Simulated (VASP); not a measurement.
# TiO2 (P4_2/mnm) in VASP: notebook, part 3 of 3

VASP 6.6.1.

### 4 Single point, r2SCAN+D3(BJ)

The input, POSCAR:

```
TiO2
1.0
    4.5969450441      0.0000000000      0.0000000000
    0.0000000000      4.5969450441      0.0000000000
    0.0000000000      0.0000000000      2.9535430427
Ti O
2 4
Direct
    0.0000000000      0.0000000000      0.0000000000
    0.5000000000      0.5000000000      0.5000000000
    0.3046314522      0.3046314522      0.0000000000
    0.1953685478      0.8046314522      0.5000000000
    0.6953685478      0.6953685478      0.0000000000
    0.8046314522      0.1953685478      0.5000000000
```

The input, INCAR.step1:

```
  ALGO = Normal
  EDIFF = 1E-5
  ENCUT = 660
  GGA = PE
  GGA_COMPAT = F
  ISMEAR = 0
  LASPH = T
  LCHARG = F
  LREAL = F
  LWAVE = T
  NBANDS = 33
  NELM = 120
  PREC = Accurate
  SIGMA = 0.02
```

The input, INCAR.step2:

```
  ALGO = Normal
  EDIFF = 1E-6
  ENCUT = 660
  GGA_COMPAT = F
  ISIF = 2
  ISMEAR = 0
  ISTART = 1
  IVDW = 12
  LASPH = T
  LCHARG = F
  LMIXTAU = T
  LREAL = F
  LWAVE = F
  METAGGA = R2SCAN
  NBANDS = 33
  NELM = 120
  PREC = Accurate
  SIGMA = 0.02
  VDW_A1 = 0.49484001
  VDW_A2 = 5.73083694
  VDW_S6 = 1.0
  VDW_S8 = 0.78981345
```

The input, KPOINTS:

```
k-points
0
Gamma
  6 6 10
```

Potentials or basis: VASP PAW PBE potentials, release 64 (Ti_sv, O).

The run is started by

```bash
> cat potpaw_PBE.64/Ti_sv/POTCAR potpaw_PBE.64/O/POTCAR > POTCAR
> cp INCAR.step1 INCAR
> mpirun -np 1 vasp_std > vasp.out
> cp INCAR.step2 INCAR
> mpirun -np 1 vasp_std > vasp.out
```

OUTCAR:

```text
EDIFF = 1E-6
   ENCUT = 660
   ISIF = 2
   ISMEAR = 0
   ISTART = 1
   IVDW = 12
   LASPH = T
   LREAL = F
   METAGGA = R2SCAN
   NELM = 120
   PREC = Accurate
 IVDW          = 12

 ion  position               nearest neighbor table
   1  0.000  0.000  0.000-   4 1.95   6 1.95   4 1.95   6 1.95   5 1.98   3 1.98
   2  0.500  0.500  0.500-   3 1.95   5 1.95   3 1.95   5 1.95   4 1.98   6 1.98
   3  0.305  0.305  0.000-   2 1.95   2 1.95   1 1.98
   4  0.195  0.805  0.500-   1 1.95   1 1.95   2 1.98
   5  0.695  0.695  0.000-   2 1.95   2 1.95   1 1.98
   6  0.805  0.195  0.500-   1 1.95   1 1.95   2 1.98

  LATTYP: Found a simple tetragonal cell.
 ALAT       =     4.5969450441
 C/A-ratio  =     0.6425012730

  Lattice vectors:

 A1 = (   4.5969450441,   0.0000000000,   0.0000000000)
 A2 = (   0.0000000000,   4.5969450441,   0.0000000000)
 A3 = (   0.0000000000,   0.0000000000,   2.9535430427)

Analysis of symmetry for initial positions (statically):
=====================================================================
 Subroutine PRICEL returns:
 Original cell was already a primitive cell.

 Routine SETGRP: Setting up the symmetry group for a
 simple tetragonal supercell.

 Subroutine GETGRP returns: Found 16 space group operations
 (whereof  8 operations were pure point group operations)
 out of a pool of 16 trial point group operations.

The static configuration has the point symmetry D_2h.
 The point group associated with its full space group is D_4h.

Analysis of symmetry for dynamics (positions and initial velocities):
=====================================================================
 Subroutine PRICEL returns:
 Original cell was already a primitive cell.

 Routine SETGRP: Setting up the symmetry group for a
 simple tetragonal supercell.

 Subroutine GETGRP returns: Found 16 space group operations
 (whereof  8 operations were pure point group operations)
 out of a pool of 16 trial point group operations.

The dynamic configuration has the point symmetry D_2h.
 The point group associated with its full space group is D_4h.

 Subroutine INISYM returns: Found 16 space group operations
 (whereof  8 operations are pure point group operations),
 and found     1 'primitive' translations

----------------------------------------------------------------------------------------

                                     Primitive cell

  volume of cell :      62.4140

  direct lattice vectors                    reciprocal lattice vectors
     4.596945044  0.000000000  0.000000000     0.217535774  0.000000000  0.000000000
     0.000000000  4.596945044  0.000000000     0.000000000  0.217535774  0.000000000
     0.000000000  0.000000000  2.953543043     0.000000000  0.000000000  0.338576410

  length of vectors
     4.596945044  4.596945044  2.953543043     0.217535774  0.217535774  0.338576410

  position of ions in fractional coordinates (direct lattice)
     0.000000000  0.000000000  0.000000000
     0.500000000  0.500000000  0.500000000
     0.304631452  0.304631452  0.000000000
     0.195368548  0.804631452  0.500000000
     0.695368548  0.695368548  0.000000000
     0.804631452  0.195368548  0.500000000

  ion indices of the primitive-cell ions
   primitive index   ion index
                 1           1
                 2           2
                 3           3
[... 34 lines left out ...]
  0.333333  0.000000  0.000000      4.000000
  0.500000  0.000000  0.000000      2.000000
  0.166667  0.166667  0.000000      4.000000
  0.333333  0.166667  0.000000      8.000000
[... 16 lines left out ...]
  0.333333  0.000000  0.200000      8.000000
  0.500000  0.000000  0.200000      4.000000
 [... further k-points ...]
   k-points           NKPTS =     60   k-points in BZ     NKDIM =     60   number of bands    NBANDS=     33
   number of dos      NEDOS =    301   number of ions     NIONS =      6
   total plane-waves  NPLWV =  44800
   dimension x,y,z NGX =    40 NGY =   40 NGZ =   28
   dimension x,y,z NGXF=    80 NGYF=   80 NGZF=   56
   ions per type =               2   4
   NGX,Y,Z   is equivalent  to a cutoff of  14.47, 14.47, 15.76 a.u.
   NGXF,Y,Z  is equivalent  to a cutoff of  28.93, 28.93, 31.52 a.u.
 SYSTEM =  unknown system
   PREC   = accura    normal or accurate (medium, high low for compatibility)
   ISTART =      1    job   : 0-new  1-cont  2-samecut
   ICHARG =      0    charge: 1-file 2-atom 10-const
   ISPIN  =      1    spin polarized calculation?
   LNONCOLLINEAR =      F non collinear calculations
   LSORBIT =      F    spin-orbit coupling
   LASPH  =      T    aspherical Exc in radial PAW
   ENCUT  =  660.0 eV  48.51 Ry    6.96 a.u.   9.63  9.63  6.19*2*pi/ulx,y,z
   NELM   =    120;   NELMIN=  2; NELMDL=  0     # of ELM steps
   EDIFF  = 0.1E-05   stopping-criterion for ELM
   LREAL  =      F    real-space projection
   EDIFFG = 0.1E-04   stopping-criterion for IOM
   NSW    =      0    number of steps for IOM
   IBRION =     -1    ionic relax: 0-MD 1-quasi-New 2-CG
   NFREE  =      0    steps in history (QN), initial steepest desc. (CG)
   ISIF   =      2    stress and relaxation
   ISYM   =      2    0-nonsym 1-usesym 2-fastsym
   POTIM  = 0.5000    time-step for ionic-motion
   TEBEG  =    0.0;   TEEND  =   0.0 temperature during run
   PSTRESS=    0.0 pullay stress
   NELECT =      48.0000    total number of electrons
   NUPDOWN=      -1.0000    fix difference up-down
   EMIN   =  10.00;   EMAX   =-10.00  energy-range for DOS
   EFERMI =   0.00;   METHOD = LEGACY
   ISMEAR =     0;   SIGMA  =   0.02  broadening in eV -4-tet -1-fermi 0-gaus
   EFERMI_NEDOS =   21; number of points for ismear=-14 and -15
   IALGO  =     38    algorithm
   IMIX   =      4    mixing-type and parameters
     AMIX     =   0.40;   BMIX     =  1.00
     AMIX_MAG =   1.60;   BMIX_MAG =  1.00
  volume/ion in A,a.u.               =      10.40        70.20
  Fermi-wavevector in a.u.,A,eV,Ry     =   1.499896  2.834393 30.608881  2.249689
  Thomas-Fermi vector in A             =   2.611467
   LORBIT       =      0    0 simple, 1 ext, 2 COOP (PROOUT), +10 PAW based schemes
   METAGGA = R2SCAN    functional components
   LHFCALC =     F    Hartree Fock is set to
   AEXX    =    0.0000 exact exchange contribution
   IVDW    =    12    specifies the selected vdW correction
   LEPSILON=     F    determine dielectric tensor
   LRPA    =     F    only Hartree local field effects (RPA)
 non-spin polarized calculation
 Gauss-broadening in eV      SIGMA  =   0.02
  energy-cutoff  :      660.00
  volume of cell :       62.41
 maximum number of plane-waves:      2441
 NGX is ok and might be reduce to    40
   NGX = 19   NGY = 19   NGZ = 13

 number of electron      48.0000000 magnetization

 Free energy of the ion-electron system (eV)
  ---------------------------------------------------
  ext. energy  EPLUGINS =         0.00000000
  ---------------------------------------------------
  free energy    TOTEN  =       -69.81561682 eV

  energy without entropy =      -69.81561682  energy(sigma->0) =      -69.81561682

 E-fermi :   4.6985     XC(G=0): -12.1549

 val. band max:        4.5389816860   @ k =   0.0000   0.0000   0.0000
 cond. band min:       6.7695276400   @ k =   0.0000   0.0000   0.0000
 fundamental gap:      2.2305459540
 Fermi energy:         4.6985274871

 k-point     1 :       0.0000    0.0000    0.0000
  band No.  band energies     occupation
      1     -54.6023      2.00000
      2     -54.5844      2.00000
      3     -29.8694      2.00000
      4     -29.8694      2.00000
      5     -29.6911      2.00000
      6     -29.6911      2.00000
[... 853 lines left out ...]
     32      10.2037      0.00000
     33      11.4278      0.00000

 [... further k-points ...]

------------------------ aborting loop because EDIFF is reached ----------------------------------------

 Edisp (eV)   -0.70224

 E8    (eV) :    -0.2162

  FORCE on cell =-STRESS in cart. coord.  units (eV):
  Direction    XX          YY          ZZ          XY          YZ          ZX
  --------------------------------------------------------------------------------------
  -------------------------------------------------------------------------------------
  Total      -0.41071    -0.41071    -0.14951     0.00000     0.00000     0.00000
  in kB     -10.54311   -10.54311    -3.83806     0.00000     0.00000     0.00000
  external pressure =       -8.31 kB  Pullay stress =        0.00 kB

 VOLUME and BASIS-vectors are now :
 -----------------------------------------------------------------------------
  energy-cutoff  :      660.00
  volume of cell :       62.41
      direct lattice vectors                 reciprocal lattice vectors
     4.596945044  0.000000000  0.000000000     0.217535774  0.000000000  0.000000000
     0.000000000  4.596945044  0.000000000     0.000000000  0.217535774  0.000000000
     0.000000000  0.000000000  2.953543043     0.000000000  0.000000000  0.338576410

 POSITION                                       TOTAL-FORCE (eV/Angst)
 -----------------------------------------------------------------------------------
      0.00000      0.00000      0.00000        -0.000000      0.000000     -0.000000
      2.29847      2.29847      1.47677        -0.000000      0.000000     -0.000000
      1.40037      1.40037      0.00000        -0.021685     -0.021685      0.000000
      0.89810      3.69885      1.47677         0.021685     -0.021685     -0.000000
      3.19657      3.19657      0.00000         0.021685      0.021685     -0.000000
      3.69885      0.89810      1.47677        -0.021685      0.021685     -0.000000
 -----------------------------------------------------------------------------------
    total drift:                                0.000000     -0.000000     -0.000000

  FREE ENERGIE OF THE ION-ELECTRON SYSTEM (eV)
  ---------------------------------------------------
  free  energy   TOTEN  =       -70.5178552663 eV

  energy  without entropy=      -70.5178552663  energy(sigma->0) =      -70.51785527
```

It took 4.1 min on 1 thread of Intel Xeon 6975P-C (Granite Rapids), shared host; peak memory 0.31 GiB.

What came out:

```
Free energy                : -70.5179 eV
Pressure                   : -0.8 GPa
Largest force              : 0.031 eV/Å
Band gap on the k mesh     : 2.23 eV, direct
Dispersion energy per atom : -0.117 eV
```

Forces in eV/Å, atoms in the order of the input:
```
Ti   0.000  0.000  0.000
Ti   0.000  0.000  0.000
O   -0.022 -0.022  0.000
O    0.022 -0.022  0.000
O    0.022  0.022  0.000
O   -0.022  0.022  0.000
```

Levels at points of the mesh, in eV from the valence-band top:
```csv
k point,band 20,band 21,band 22,band 23,band 24,band 25,band 26,band 27,band 28,band 29
"(0.00, 0.00, 0.00)",-2.07,-0.76,-0.49,-0.49,0.00,2.23,2.55,2.79,2.88,2.88
"(0.50, 0.00, 0.00)",-3.15,-1.70,-1.70,-0.77,-0.77,2.92,2.92,3.41,3.41,3.95
"(0.50, 0.50, 0.00)",-2.21,-1.38,-1.38,-1.13,-1.13,2.27,2.27,2.90,2.90,4.21
"(0.00, 0.00, 0.50)",-2.89,-2.40,-2.40,-1.48,-1.48,3.33,3.33,3.59,3.59,4.05
"(0.50, 0.00, 0.50)",-2.47,-2.07,-2.07,-1.09,-1.09,2.29,2.29,3.62,3.62,4.29
"(0.50, 0.50, 0.50)",-2.86,-1.31,-1.31,-0.72,-0.72,2.97,2.97,3.60,3.60,3.64
```

Caveat: three body term missing; the PAW data sets were made with another functional, which shifts forces and pressure a little.

### 5 Single point, r2SCAN (volume scaled by 1.03, then relaxed in part)

The input, POSCAR:

```
TiO2
1.0
    4.6540245660      0.0000000000      0.0000000000
    0.0000000000      4.6540245660      0.0000000000
    0.0000000000      0.0000000000      2.9679857400
Ti O
2 4
Direct
    0.0000000000      0.0000000000      0.0000000000
    0.5000000000      0.5000000000      0.5000000000
    0.3058030537      0.3058030537      0.0000000000
    0.1941969463      0.8058030537      0.5000000000
    0.6941969463      0.6941969463      0.0000000000
    0.8058030537      0.1941969463      0.5000000000
```

The input, INCAR.step1:

```
SYSTEM = TiO2
PREC     = Accurate       ! precision mode
ENCUT    = 660            ! plane-wave cutoff, eV
ISMEAR   = 0              ! smearing method
SIGMA    = 0.02           ! smearing width, eV
LREAL    = .FALSE.        ! projectors in reciprocal space
LASPH    = .TRUE.         ! aspherical terms in the spheres
NELM     = 120            ! most SCF steps
NBANDS   = 33             ! bands
GGA      = PE             ! functional
ALGO     = Normal         ! electronic algorithm
EDIFF    = 1E-5           ! SCF threshold, eV
LWAVE    = .TRUE.         ! write WAVECAR
LCHARG   = .FALSE.        ! write CHGCAR
GGA_COMPAT= .FALSE.
```

The input, INCAR.step2:

```
SYSTEM = TiO2
PREC     = Accurate       ! precision mode
ENCUT    = 660            ! plane-wave cutoff, eV
EDIFF    = 1E-6           ! SCF threshold, eV
ISMEAR   = 0              ! smearing method
SIGMA    = 0.02           ! smearing width, eV
LREAL    = .FALSE.        ! projectors in reciprocal space
LASPH    = .TRUE.         ! aspherical terms in the spheres
NELM     = 120            ! most SCF steps
ALGO     = Normal         ! electronic algorithm
ISIF     = 2              ! what is computed and relaxed
LWAVE    = .FALSE.        ! write WAVECAR
LCHARG   = .FALSE.        ! write CHGCAR
METAGGA  = R2SCAN         ! meta-GGA
LMIXTAU  = .TRUE.       
NBANDS   = 33             ! bands
ISTART   = 1            
GGA_COMPAT= .FALSE.
```

The input, KPOINTS:

```
Automatic mesh
0
G
  6 6 10
  0 0 0
```

The run is started by

```bash
> cat potpaw_PBE.64/Ti_sv/POTCAR potpaw_PBE.64/O/POTCAR > POTCAR
> cp INCAR.step1 INCAR
> mpirun -np 1 vasp_std > vasp.out
> cp INCAR.step2 INCAR
> mpirun -np 1 vasp_std > vasp.out
```

Wall time 4.2 min (1 thread of Intel Xeon 6975P-C (Granite Rapids), shared host); peak memory 0.3 GiB.

Results (log left out):

* Free energy: -69.7922 eV
* Pressure: -5.4 GPa
* Largest force: 0.031 eV/Å
* Band gap on the k mesh: 2.21 eV, direct

Forces on the atoms (eV/Å):
```
Ti   0.000  0.000  0.000
Ti   0.000  0.000  0.000
O   -0.022 -0.022  0.000
O    0.022 -0.022  0.000
O    0.022  0.022  0.000
O   -0.022  0.022  0.000
```

Stress tensor (GPa, compression positive):
```
-5.67  0.00  0.00
 0.00 -5.67  0.00
 0.00  0.00 -4.86
```

Levels at points of the mesh, in eV from the valence-band top:
| k point | band 21 | band 22 | band 23 | band 24 | band 25 | band 26 | band 27 | band 28 |
| --- | --- | --- | --- | --- | --- | --- | --- | --- |
| (0.00, 0.00, 0.00) | -0.72 | -0.45 | -0.45 | 0.00 | 2.21 | 2.54 | 2.78 | 2.84 |
| (0.50, 0.00, 0.00) | -1.59 | -1.59 | -0.73 | -0.73 | 2.87 | 2.87 | 3.31 | 3.31 |
| (0.50, 0.50, 0.00) | -1.31 | -1.31 | -1.07 | -1.07 | 2.25 | 2.25 | 2.86 | 2.86 |
| (0.00, 0.00, 0.50) | -2.22 | -2.22 | -1.45 | -1.45 | 3.22 | 3.22 | 3.54 | 3.54 |
| (0.50, 0.00, 0.50) | -2.01 | -2.01 | -1.02 | -1.02 | 2.26 | 2.26 | 3.56 | 3.56 |
| (0.50, 0.50, 0.50) | -1.21 | -1.21 | -0.71 | -0.71 | 2.89 | 2.89 | 3.53 | 3.53 |

Caveat: the PAW data sets were made with another functional, which shifts forces and pressure a little. A k mesh can miss the band edges.

### 6 The runs side by side

| task | level | cell | cutoff (eV) | gap on the mesh (eV) | pressure (GPa) | largest force (eV/Å) |
| --- | --- | --- | --- | --- | --- | --- |
| relaxation of cell and atoms | r2SCAN | relaxed from a = 4.592, b = 4.592, c = 2.957 Å, 6 atoms | 600 | 2.21 | 0.0 | - |
| single point | r2SCAN | a = 4.597, b = 4.597, c = 2.954 Å, 6 atoms | 660 | 2.23 | 1.0 | 0.03 |
| single point | r2SCAN+D3(BJ) | a = 4.597, b = 4.597, c = 2.954 Å, 6 atoms | 660 | 2.23 | -0.8 | 0.03 |
| single point | r2SCAN | a = 4.654, b = 4.654, c = 2.968 Å, 6 atoms | 660 | 2.21 | -5.4 | 0.03 |

Alike in all rows: potentials or basis VASP PAW PBE potentials, release 64 (Ti_sv, O); no spin polarisation; k mesh 6 × 6 × 10; smearing gaussian 0.02 eV.

Caveats: the PAW data sets were made with another functional, which shifts forces and pressure a little; three body term missing (some runs).

Absolute energies hang on the potentials; compare differences alone.

### 7 Against experiment

Step 3. Measured gap of TiO2: 3.03 eV (direct; 1.6 K; quoted in “Shallow Valence Band of Rutile GeO2 and P-type Doping”, 2020, arxiv:2011.08928). This calculation gives 2.23 eV (-0.80 eV). 2 values of this kind are on record in papers (3.03 to 3.05 eV); this one was drawn at random among those near their median. The value is that of r2SCAN on a finite k mesh, which can miss the band edges, without temperature or zero-point motion.

Step 4. A measured gap of TiO2 is 3.03 eV (direct; 1.6 K; quoted in “Shallow Valence Band of Rutile GeO2 and P-type Doping”, 2020, arxiv:2011.08928); the calculated 2.23 eV misses it by -0.80 eV. 2 values of this kind are on record in papers (3.03 to 3.05 eV); this one was drawn at random among those near their median. The value is that of r2SCAN+D3(BJ) on a finite k mesh, which can miss the band edges, without temperature or zero-point motion.
